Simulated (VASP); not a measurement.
Here is a VASP 6.6.1 calculation.

File INCAR:

```
ALGO     = Normal         # electronic algorithm
EDIFF    = 1E-6           # SCF threshold, eV
ENCUT    = 520            # plane-wave cutoff, eV
GGA      = RE             # functional
ISIF     = 2              # what is computed and relaxed
ISMEAR   = -1             # smearing method
LASPH    = True           # aspherical terms in the spheres
LCHARG   = False          # write CHGCAR
LREAL    = False          # projectors in reciprocal space
LWAVE    = False          # write WAVECAR
NBANDS   = 30             # bands
NELM     = 100            # most SCF steps
PREC     = Accurate       # precision mode
SIGMA    = 0.1            # smearing width, eV
```

Contents of KPOINTS:

```
k-points
0
Gamma
  16 16 5
```

Contents of POSCAR:

```
Cu
1.0
    2.5187512392      0.0000000000      0.0000000000
   -1.2593756196      2.1813025590      0.0000000000
    0.0000000000      0.0000000000      8.2241929391
Cu
4
Direct
    0.0000000000      0.0000000000      0.0000000000
    0.0000000000      0.0000000000      0.5000000000
    0.3333333333      0.6666666667      0.2500000000
    0.6666666667      0.3333333333      0.7500000000
```

Potentials or basis: VASP PAW PBE potentials, release 64 (Cu).

Run with:

```bash
$ cat potpaw_PBE.64/Cu/POTCAR > POTCAR
$ mpirun -np 1 vasp_std > vasp.out
```

**Question.** Predict the pressure.

**Answer.** 13.9 GPa.

**Question.** What does it give for the band gap on the k mesh?

**Answer.** Zero (bands 22 and 23 overlap by 5.36 eV).

Stress tensor (GPa, compression positive):
```
13.81  0.00  0.00
 0.00 13.81  0.00
 0.00  0.00 13.93
```

Caveat: the cell stands under pressure; the PAW data sets were made with another functional, which shifts forces and pressure a little.
